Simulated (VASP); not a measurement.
# Sb (P-1) in VASP: further runs, part 2 of 2

VASP 6.6.1. Earlier steps stand in the parts before.

### Step 5. Single point, PBEsol

INCAR

```
SYSTEM = Sb
  ALGO = Normal
  EDIFF = 1E-6
  ENCUT = 520
  GGA = PS
  ISIF = 2
  ISMEAR = 0
  LASPH = .TRUE.
  LCHARG = .FALSE.
  LREAL = .FALSE.
  LWAVE = .FALSE.
  NBANDS = 12
  NELM = 60
  PREC = Accurate
  SIGMA = 0.05
```

KPOINTS

```
k-points
0
G
  6 5 5
  0 0 0
```

POSCAR

```
Sb
1.0
    3.1224020000      0.0000000000      0.0000000000
    0.0000000000      4.3475180000      0.0000000000
   -0.0389150000      0.0000000000      4.4058520000
Sb
2
Direct
    0.0121760000      0.2614880000      0.2426090000
    1.0015420000      0.7464850000      0.7653540000
```

Potentials or basis: VASP PAW PBE potentials, release 64 (Sb).

Run with:

```console
> cat potpaw_PBE.64/Sb/POTCAR > POTCAR
> mpirun -np 1 vasp_std > vasp.out
```

OUTCAR:

```text
SYSTEM = Sb
   EDIFF = 1E-6
   ENCUT = 520
   GGA = PS
   ISIF = 2
   ISMEAR = 0
   LASPH = .TRUE.
   LREAL = .FALSE.
   NELM = 60
   PREC = Accurate

 ion  position               nearest neighbor table
   1  0.012  0.261  0.243-   2 2.98   2 3.07   2 3.12   2 3.21
   2  0.002  0.746  0.765-   1 2.98   1 3.07   1 3.12   1 3.21

  LATTYP: Found a simple monoclinic cell.
 ALAT       =     3.1224020000
 B/A-ratio  =     1.3923633152
 C/A-ratio  =     1.4111007668
 COS(beta)  =    -0.0088322263

  Lattice vectors:

 A1 = (   3.1224020000,   0.0000000000,   0.0000000000)
 A2 = (   0.0000000000,   4.3475180000,   0.0000000000)
 A3 = (  -0.0389150000,   0.0000000000,   4.4058520000)

Analysis of symmetry for initial positions (statically):
=====================================================================
 Subroutine PRICEL returns:
 Original cell was already a primitive cell.

 Routine SETGRP: Setting up the symmetry group for a
 simple monoclinic supercell.

 Subroutine GETGRP returns: Found  2 space group operations
 (whereof  1 operations were pure point group operations)
 out of a pool of  4 trial point group operations.

The static configuration has the point symmetry C_1 .
 The point group associated with its full space group is S_2 .

Analysis of symmetry for dynamics (positions and initial velocities):
=====================================================================
 Subroutine PRICEL returns:
 Original cell was already a primitive cell.

 Routine SETGRP: Setting up the symmetry group for a
 simple monoclinic supercell.

 Subroutine GETGRP returns: Found  2 space group operations
 (whereof  1 operations were pure point group operations)
 out of a pool of  4 trial point group operations.

The dynamic configuration has the point symmetry C_1 .
 The point group associated with its full space group is S_2 .

 Subroutine INISYM returns: Found  2 space group operations
 (whereof  1 operations are pure point group operations),
[... 123 lines left out ...]
   AEXX    =    0.0000 exact exchange contribution
   IVDW    =     0    specifies the selected vdW correction
   LEPSILON=     F    determine dielectric tensor
   LRPA    =     F    only Hartree local field effects (RPA)
 non-spin polarized calculation
 Gauss-broadening in eV      SIGMA  =   0.05
  energy-cutoff  :      520.00
  volume of cell :       59.81
 maximum number of plane-waves:      1648
   NGX = 11   NGY = 17   NGZ = 17

 number of electron      10.0000000 magnetization

 Free energy of the ion-electron system (eV)
  ---------------------------------------------------
  ext. energy  EPLUGINS =         0.00000000
  ---------------------------------------------------
  free energy    TOTEN  =        -9.04668031 eV

  energy without entropy =       -9.04412786  energy(sigma->0) =       -9.04540409

 E-fermi :   6.9985     XC(G=0):  -9.7359

 val. band max:        6.9589780024   @ k =   0.3333   0.0000   0.4000
 cond. band min:       6.9991674569   @ k =   0.1667   0.4000   0.0000
 fundamental gap:      0.0401894545
 Fermi energy:         6.9985433721

 k-point     1 :       0.0000    0.0000    0.0000
  band No.  band energies     occupation
      1      -5.4424      2.00000
      2      -0.3544      2.00000
      3       3.3890      2.00000
      4       3.5259      2.00000
      5       8.9433      0.00000
      6      10.0300      0.00000
      7      10.3209      0.00000
      8      10.4827      0.00000
      9      13.7772      0.00000
     10      13.9956      0.00000
     11      14.1738      0.00000
     12      15.0810      0.00000
[... 331 lines left out ...]
 k-point    24 :       0.0000    0.2000   -0.2000
  band No.  band energies     occupation
      1      -4.8710      2.00000
      2      -1.6729      2.00000
      3       2.5279      2.00000
      4       5.8516      2.00000
      5       6.4958      2.00000
      6      10.5751      0.00000
      7      10.6080      0.00000
      8      11.4474      0.00000
      9      13.2443      0.00000
     10      14.3238      0.00000
     11      15.1031      0.00000
     12      17.9678      0.00000

 [... further k-points ...]

------------------------ aborting loop because EDIFF is reached ----------------------------------------

  FORCE on cell =-STRESS in cart. coord.  units (eV):
  Direction    XX          YY          ZZ          XY          YZ          ZX
  --------------------------------------------------------------------------------------
  -------------------------------------------------------------------------------------
  Total       -2.2161372      0.1574149      0.2456181      0.0025698     -0.1579964     -0.0180857
  in kB      -59.3672759      4.2169283      6.5797728      0.0688405     -4.2325063     -0.4844919
  external PRESSURE =     -16.1901916 kB  Pullay stress =       0.0000000 kB

 VOLUME and BASIS-vectors are now :
 -----------------------------------------------------------------------------
  energy-cutoff  :      520.00
  volume of cell :       59.81
      direct lattice vectors                 reciprocal lattice vectors
     3.122402000  0.000000000  0.000000000     0.320266257  0.000000000  0.002828774
     0.000000000  4.347518000  0.000000000     0.000000000  0.230016299  0.000000000
    -0.038915000  0.000000000  4.405852000     0.000000000  0.000000000  0.226970856

 POSITION                                       TOTAL-FORCE (eV/Angst)
 -----------------------------------------------------------------------------------
      0.02858      1.13682      1.06890        -0.013110     -0.137545      0.217824
     -0.02497      3.24536      3.37204         0.013110      0.137545     -0.217824
 -----------------------------------------------------------------------------------
    total drift:                               -0.000000      0.000000      0.000001

  FREE ENERGIE OF THE ION-ELECTRON SYSTEM (eV)
  ---------------------------------------------------
  free  energy   TOTEN  =        -9.0466803148 eV

  energy  without entropy=       -9.0441278555  energy(sigma->0) =       -9.04540409
```

OSZICAR:

```text
N       E                     dE             d eps       ncg     rms          rms(c)
DAV:   1     0.313744642900E+02    0.31374E+02   -0.35344E+03  1824   0.656E+02
DAV:   2    -0.732459927301E+01   -0.38699E+02   -0.37388E+02  2448   0.105E+02
DAV:   3    -0.903727425056E+01   -0.17127E+01   -0.16988E+01  2248   0.242E+01
DAV:   4    -0.905124648627E+01   -0.13972E-01   -0.13969E-01  2088   0.266E+00
DAV:   5    -0.905141989569E+01   -0.17341E-03   -0.17341E-03  2192   0.319E-01    0.265E+00
DAV:   6    -0.904848251571E+01    0.29374E-02   -0.10585E-03  2136   0.197E-01    0.157E+00
DAV:   7    -0.904666897716E+01    0.18135E-02   -0.21719E-03  2032   0.283E-01    0.643E-02
DAV:   8    -0.904667742689E+01   -0.84497E-05   -0.15747E-04  2160   0.704E-02    0.149E-02
DAV:   9    -0.904668061871E+01   -0.31918E-05   -0.59675E-06  2112   0.160E-02    0.749E-03
DAV:  10    -0.904668031477E+01    0.30395E-06   -0.12949E-06  1668   0.622E-03
   1 F= -.90466803E+01 E0= -.90454041E+01  d E =-.255246E-02
```

stdout:

```text
POSCAR found type information on POSCAR Sb
 POSCAR found :  1 types and       2 ions
 scaLAPACK will be used
 -----------------------------------------------------------------------------
|                                                                             |
|                                                                             |
|     You enforced a specific xc type in the INCAR file but a different       |
|     I HOPE YOU KNOW WHAT YOU ARE DOING!                                     |
|                                                                             |
 -----------------------------------------------------------------------------

 LDA part: xc-table for (Slater+PW92), standard interpolation
 POSCAR, INCAR and KPOINTS ok, starting setup
 FFT: planning ... GRIDC
 FFT: planning ... GRID_SOFT
 FFT: planning ... GRID
 WAVECAR not read
 entering main loop
```

It took 28 s on 1 thread of Intel Xeon 6975P-C (Granite Rapids), shared host; peak memory 0.19 GiB.

Results:

| Property | Result |
| --- | --- |
| Free energy | -9.0467 eV |
| Pressure | -1.6 GPa |
| Largest force | 0.258 eV/Å |
| Band gap on the k mesh | zero (band 5 reaches 10.88 eV, above the bottom of band 6 at 4.23 eV) |

Forces in eV/Å, atoms in the order of the input:
```
Sb  -0.013 -0.138  0.218
Sb   0.013  0.138 -0.218
```

Levels at points of the mesh, in eV from the Fermi level:
| k point | band 3 | band 4 | band 5 | band 6 | band 7 | band 8 |
| --- | --- | --- | --- | --- | --- | --- |
| (0.00, 0.00, 0.00) | -3.61 | -3.47 | 1.94 | 3.03 | 3.32 | 3.48 |
| (0.50, 0.00, 0.00) | -4.58 | -1.75 | -1.61 | -1.55 | 4.40 | 4.73 |

Caveat: the PAW data sets were made with another functional, which shifts forces and pressure a little; spin-orbit coupling is left out, which moves the levels of the heavy elements.

### Step 6. The runs side by side

```tsv
cell	k mesh	cutoff (eV)	smearing	gap on the mesh (eV)	pressure (GPa)	largest force (eV/Å)
a = 3.123, b = 4.348, c = 4.406 Å, angles 90.0, 90.5, 91.1°, 2 atoms	9 × 6 × 6	500	fermi-dirac 0.05 eV	none	-2.1	0.05
a = 3.123, b = 4.348, c = 4.406 Å, angles 90.0, 90.5, 88.9°, 2 atoms	9 × 6 × 6	500	fermi-dirac 0.05 eV	none	-2.1	0.05
a = 3.123, b = 4.348, c = 4.406 Å, angles 90.0, 90.5, 87.7°, 2 atoms	9 × 6 × 6	500	fermi-dirac 0.05 eV	none	-2.1	0.05
a = 3.122, b = 4.348, c = 4.406 Å, angles 90.0, 90.5, 90.0°, 2 atoms	6 × 5 × 5	520	gaussian 0.05 eV	none	-1.6	0.26
```

Alike in all rows: task single point; level PBEsol; potentials or basis VASP PAW PBE potentials, release 64 (Sb); no spin polarisation.

Caveats: the PAW data sets were made with another functional, which shifts forces and pressure a little; spin-orbit coupling is left out, which moves the levels of the heavy elements.

Total energies depend on the potentials used, so only differences within one code and one set of settings carry meaning.
